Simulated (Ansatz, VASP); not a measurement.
## Ca: VASP beside Ansatz

```
Ca
1.0
     0.00000    2.76240    2.76240
     2.76240    0.00000    2.76240
     2.76240    2.76240    0.00000
Ca
1
Direct
  0.00000 0.00000 0.00000
```

Alike in both runs: task relaxation of cell and atoms; functional LDA; k mesh 14 × 14 × 14; occupations gaussian, width 0.1 eV; no spin polarisation.

|  | VASP | Ansatz |
| --- | --- | --- |
| version | VASP 6.6.1 | Ansatz 0.2.0 |
| potentials or method | VASP PAW LDA potentials, release 64 (Ca_sv), cutoff 600 eV | scalar-relativistic, plane waves, PAW |
| valence electrons in the cell | 10 | 10 |

VASP gave:

```
gap on the k mesh at the Fermi level, each at its own relaxed structure (eV) : none
relaxed volume (Å³/atom)                                                     : 38.05
relaxed length of the cell vector where the two differ most in proportion (Å)              : 3.775
```

Q: What did Ansatz give for the same quantities?

A: gap on the k mesh at the Fermi level, each at its own relaxed structure (eV): none; relaxed volume (Å³/atom): 38.01; relaxed length of the cell vector where the two differ most in proportion (Å): 3.774.

LDA's correlation is that of Perdew and Zunger in VASP and of Perdew and Wang (1992) in Ansatz. A gap of «none» marks a metal or a gap that the smearing closes.
